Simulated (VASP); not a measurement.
# C (Cmme) in VASP: a series of runs, part 2 of 2

VASP 6.6.1. Earlier steps stand in the parts before.

## Step 3: Single point, PBEsol (normal strain along x +0.0700, normal strain along y -0.0700)

File INCAR:

```
  PREC = Accurate
  ENCUT = 520
  EDIFF = 1E-7
  ISMEAR = 0
  SIGMA = 0.15
  LREAL = False
  LASPH = True
  NELM = 60
  ALGO = Normal
  ISIF = 2
  LWAVE = False
  LCHARG = False
  GGA = PS
  NBANDS = 16
```

File KPOINTS:

```
regular mesh
0
Gamma
  18 18 6
```

File POSCAR:

```
C
1.0
    1.3155378420     -1.9800490057      0.0000000000
    1.3155378420      1.9800490057      0.0000000000
    0.0000000000      0.0000000000      7.3778182888
C
4
Direct
    0.0833216498      0.9166783502      0.7498439858
    0.5833216498      0.4166783502      0.2501560142
    0.9166783502      0.0833216498      0.2501560142
    0.4166783502      0.5833216498      0.7498439858
```

Potentials or basis: VASP PAW PBE potentials, release 64 (C).

Started as:

```
$ cat potpaw_PBE.64/C/POTCAR > POTCAR
$ mpirun -np 1 vasp_std > vasp.out
```

OUTCAR:

```text
PREC = Accurate
   ENCUT = 520
   EDIFF = 1E-7
   ISMEAR = 0
   LREAL = False
   LASPH = True
   NELM = 60
   ISIF = 2
   GGA = PS

 ion  position               nearest neighbor table
   1  0.083  0.917  0.750-   4 1.32   4 1.47   4 1.47
   2  0.583  0.417  0.250-   3 1.32   3 1.47   3 1.47
   3  0.917  0.083  0.250-   2 1.32   2 1.47   2 1.47
   4  0.417  0.583  0.750-   1 1.32   1 1.47   1 1.47

  LATTYP: Found a base centered orthorhombic cell.
 ALAT       =     2.6310756840
 B/A-ratio  =     1.5051250846
 C/A-ratio  =     2.8041072074

  Lattice vectors:

 A1 = (   1.3155378420,  -1.9800490057,   0.0000000000)
 A2 = (   1.3155378420,   1.9800490057,   0.0000000000)
 A3 = (   0.0000000000,   0.0000000000,   7.3778182888)

Analysis of symmetry for initial positions (statically):
=====================================================================
 Subroutine PRICEL returns:
 Original cell was already a primitive cell.

 Routine SETGRP: Setting up the symmetry group for a
 base centered orthorhombic supercell.

 Subroutine GETGRP returns: Found  8 space group operations
 (whereof  4 operations were pure point group operations)
 out of a pool of  8 trial point group operations.

The static configuration has the point symmetry C_2h.
 The point group associated with its full space group is D_2h.

Analysis of symmetry for dynamics (positions and initial velocities):
=====================================================================
 Subroutine PRICEL returns:
 Original cell was already a primitive cell.

 Routine SETGRP: Setting up the symmetry group for a
 base centered orthorhombic supercell.

 Subroutine GETGRP returns: Found  8 space group operations
 (whereof  4 operations were pure point group operations)
 out of a pool of  8 trial point group operations.

The dynamic configuration has the point symmetry C_2h.
 The point group associated with its full space group is D_2h.
[... 123 lines left out ...]
     AMIX_MAG =   1.60;   BMIX_MAG =  1.00
  volume/ion in A,a.u.               =       9.61        64.84
  Fermi-wavevector in a.u.,A,eV,Ry     =   1.222369  2.309943 20.329642  1.494187
  Thomas-Fermi vector in A             =   2.357518
   LORBIT       =      0    0 simple, 1 ext, 2 COOP (PROOUT), +10 PAW based schemes
   GGA     = PS    functional components
   LHFCALC =     F    Hartree Fock is set to
   AEXX    =    0.0000 exact exchange contribution
   IVDW    =     0    specifies the selected vdW correction
   LEPSILON=     F    determine dielectric tensor
   LRPA    =     F    only Hartree local field effects (RPA)
 non-spin polarized calculation
 Gauss-broadening in eV      SIGMA  =   0.15
  energy-cutoff  :      520.00
  volume of cell :       38.44
 maximum number of plane-waves:      1060
 NGX is ok and might be reduce to    18
   NGX =  9   NGY =  9   NGZ = 27

 number of electron      15.9999998 magnetization

 Free energy of the ion-electron system (eV)
  ---------------------------------------------------
  ext. energy  EPLUGINS =         0.00000000
  ---------------------------------------------------
  free energy    TOTEN  =       -37.57264911 eV

  energy without entropy =      -37.57185421  energy(sigma->0) =      -37.57225166

 E-fermi :   4.1952     XC(G=0):  -9.8998

 val. band max:        4.1578639926   @ k =   0.3889   0.3889   0.1667
 cond. band min:       4.2166319797   @ k =   0.3889   0.3889   0.0000
 fundamental gap:      0.0587679871
 Fermi energy:         4.1952199903

 k-point     1 :       0.0000    0.0000    0.0000
  band No.  band energies     occupation
      1     -15.8013      2.00000
      2     -15.6616      2.00000
      3      -4.4403      2.00000
      4      -3.2434      2.00000
      5       0.9338      2.00000
      6       0.9402      2.00000
[... 433 lines left out ...]
      3      -3.2792      2.00000
      4      -2.6127      2.00000
      5      -2.5799      2.00000
      6      -2.1401      2.00000
[... 8 lines left out ...]
     15      13.3768      0.00000
     16      13.6647      0.00000

 [... further k-points ...]

------------------------ aborting loop because EDIFF is reached ----------------------------------------

  FORCE on cell =-STRESS in cart. coord.  units (eV):
  Direction    XX          YY          ZZ          XY          YZ          ZX
  --------------------------------------------------------------------------------------
  -------------------------------------------------------------------------------------
  Total      -11.6279714     17.1017595     -0.0463163      0.0000000     -0.0000000      0.0000000
  in kB     -484.7047800    712.8762459     -1.9306655      0.0000000     -0.0000000      0.0000000
  external PRESSURE =      75.4136001 kB  Pullay stress =       0.0000000 kB

 VOLUME and BASIS-vectors are now :
 -----------------------------------------------------------------------------
  energy-cutoff  :      520.00
  volume of cell :       38.44
      direct lattice vectors                 reciprocal lattice vectors
     1.315537842 -1.980049006  0.000000000     0.380072685 -0.252519003  0.000000000
     1.315537842  1.980049006  0.000000000     0.380072685  0.252519003  0.000000000
     0.000000000  0.000000000  7.377818289     0.000000000  0.000000000  0.135541424

 POSITION                                       TOTAL-FORCE (eV/Angst)
 -----------------------------------------------------------------------------------
      1.31554      1.65009      5.53221         0.000000      2.575712      0.000099
      1.31554     -0.32996      1.84561         0.000000      2.575712     -0.000099
      1.31554     -1.65009      1.84561         0.000000     -2.575712     -0.000099
      1.31554      0.32996      5.53221         0.000000     -2.575712      0.000099
 -----------------------------------------------------------------------------------
    total drift:                                0.000000     -0.000000     -0.000000

  FREE ENERGIE OF THE ION-ELECTRON SYSTEM (eV)
  ---------------------------------------------------
  free  energy   TOTEN  =       -37.5726491095 eV

  energy  without entropy=      -37.5718542118  energy(sigma->0) =      -37.57225166
```

OSZICAR:

```text
N       E                     dE             d eps       ncg     rms          rms(c)
DAV:   1     0.371192926971E+02    0.37119E+02   -0.78241E+03 11680   0.912E+02
DAV:   2    -0.372755035240E+02   -0.74395E+02   -0.67567E+02 16344   0.191E+02
DAV:   3    -0.402928598667E+02   -0.30174E+01   -0.29998E+01 15144   0.363E+01
DAV:   4    -0.403192129221E+02   -0.26353E-01   -0.26345E-01 14648   0.409E+00
DAV:   5    -0.403196351872E+02   -0.42227E-03   -0.42224E-03 14952   0.493E-01    0.952E+00
DAV:   6    -0.382190571643E+02    0.21006E+01   -0.14874E+00 13816   0.798E+00    0.543E+00
DAV:   7    -0.375645427666E+02    0.65451E+00   -0.17559E+00 14320   0.869E+00    0.147E+00
DAV:   8    -0.375742157147E+02   -0.96729E-02   -0.93043E-02 13416   0.193E+00    0.335E-01
DAV:   9    -0.375723146105E+02    0.19011E-02   -0.35744E-03 14456   0.445E-01    0.111E-01
DAV:  10    -0.375726257883E+02   -0.31118E-03   -0.47474E-04 13216   0.140E-01    0.549E-02
DAV:  11    -0.375726475436E+02   -0.21755E-04   -0.45756E-05 14168   0.419E-02    0.145E-02
DAV:  12    -0.375726476695E+02   -0.12588E-06   -0.35220E-06 14576   0.131E-02    0.295E-03
DAV:  13    -0.375726492235E+02   -0.15540E-05   -0.13571E-06 13008   0.705E-03    0.237E-03
DAV:  14    -0.375726491104E+02    0.11311E-06   -0.16031E-08 12288   0.909E-04    0.376E-04
DAV:  15    -0.375726491095E+02    0.88653E-09   -0.11664E-08  9968   0.697E-04
   1 F= -.37572649E+02 E0= -.37572252E+02  d E =-.794898E-03
```

Wall time 3 min (1 thread of Intel Xeon Platinum 8488C (Sapphire Rapids), shared host); peak memory 0.26 GiB.

What came out:

* Free energy: -37.5726 eV
* Pressure: 7.5 GPa
* Largest force: 2.576 eV/Å

Forces in eV/Å, atoms in the order of the input:
```
C    0.000  2.576  0.000
C    0.000  2.576  0.000
C    0.000 -2.576  0.000
C    0.000 -2.576  0.000
```

Caveat: the cell differs from its parent crystal (normal strain along x +0.0700, normal strain along y -0.0700); the stress differs along the axes, from -48 to 71 GPa; this functional lacks dispersion, which binds layers or chains, so the pressure and a relaxed spacing across them are unreliable; the PAW data sets were made with another functional, which shifts forces and pressure a little.
